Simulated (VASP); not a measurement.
Set up this calculation in VASP 6.6.1, as the native input.

```yaml
Task: single point
Functional: LDA
Potentials_or_basis: VASP PAW LDA potentials, release 64 (Pd)
Cutoff: 500 eV
k_mesh: 8 × 8 × 8
Occupations: fermi-dirac, width 0.1 eV
Spin: no spin polarisation
Dipole_correction: no
Further_INCAR_settings: ALGO = Normal; EDIFF = 1e-06; NBANDS = 11
```

The structure of Pd lies in POSCAR:

```
Pd
1.0
    0.0000000000      1.9229446973      1.9229446973
    1.9229446973      0.0000000000      1.9229446973
    1.9229446973      1.9229446973      0.0000000000
Pd
1
Direct
    0.0000000000      0.0000000000      0.0000000000
```

The input as run:

INCAR

```
SYSTEM = Pd
  PREC = Accurate
  ENCUT = 500
  EDIFF = 1E-6
  ISMEAR = -1
  SIGMA = 0.1
  LREAL = .FALSE.
  LASPH = .TRUE.
  NELM = 120
  ALGO = Normal
  ISIF = 2
  LWAVE = .FALSE.
  LCHARG = .FALSE.
  NBANDS = 11
  GGA_COMPAT = .FALSE.
```

KPOINTS

```
Automatic mesh
0
G
  8 8 8
  0 0 0
```

Potentials or basis: VASP PAW LDA potentials, release 64 (Pd).

The run is started by

```bash
$ cat potpaw_LDA.64/Pd/POTCAR > POTCAR
$ mpirun -np 1 vasp_std > vasp.out
```

Results of the run:

```
Pressure               : 0.3 GPa
Band gap on the k mesh : zero (band 5 reaches 10.58 eV, above the bottom of band 6 at 8.88 eV)
```

Wall time 5.9 s on 1 thread of Intel(R) Xeon(R) Platinum 8259CL CPU @ 2.50GHz (Skylake/Cascade Lake), on a shared host, peak memory 0.11 GiB.
